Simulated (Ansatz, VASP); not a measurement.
One calculation of Be, two programs

INCAR

```
SYSTEM = Be
ALGO = Normal
EDIFF = 1E-6
ENCUT = 520
GGA = PE
GGA_COMPAT = .False.
ISIF = 2
ISMEAR = 0
LASPH = .True.
LCHARG = .False.
LORBIT = 11
LORBMOM = .True.
LREAL = .False.
LSORBIT = .True.
LWAVE = .False.
MAGMOM = 0 0 0
NBANDS = 13
NELM = 150
PREC = Accurate
SIGMA = 0.05
```

KPOINTS

```
k-points
0
Gamma
  24 24 24
  0 0 0
```

POSCAR

```
Be
1.0
   -1.2506194076      1.2506194076      1.2506194076
    1.2506194076     -1.2506194076      1.2506194076
    1.2506194076      1.2506194076     -1.2506194076
Be
1
Direct
    0.0000000000      0.0000000000      0.0000000000
```

Input for Ansatz:

```yaml
crystal:
  lattice:
    - [-1.2506194076, 1.2506194076, 1.2506194076]
    - [1.2506194076, -1.2506194076, 1.2506194076]
    - [1.2506194076, 1.2506194076, -1.2506194076]
  atoms:
    - { symbol: Be, position: [0.0, 0.0, 0.0] }
basis:
  ecutwfc: 420
  ecutrho_ratio: 4
kpoints:
  mp_grid: { grid: [24, 24, 24] }
hamiltonian:
  xc: pbe
scf:
  occupations: { method: gaussian, width: 0.05 }
output:
  forces: true
  stress: true
  eigenvalues: true
  populations: true
magnetization:
  noncollinear: true
  spin_orbit: true
```

Alike in both runs: task single point; functional PBE; k mesh 24 × 24 × 24; occupations gaussian, width 0.05 eV; non-collinear spin, spin-orbit coupling.

|  | VASP | Ansatz |
| --- | --- | --- |
| version | VASP 6.6.1 | Ansatz 0.2.0 |
| potentials or method | VASP PAW PBE potentials, release 64 (Be), cutoff 520 eV | plane waves, PAW |
| valence electrons in the cell | 2 | 2 |

|  | VASP | Ansatz | Ansatz less VASP |
| --- | --- | --- | --- |
| pressure (GPa) | 0.0 | -0.1 | -0.16 |
| net moment per atom (μB) | 0.00 | 0.00 | 0.000 |

With one functional, cell and mesh, what is left measures potentials, basis and numerics.
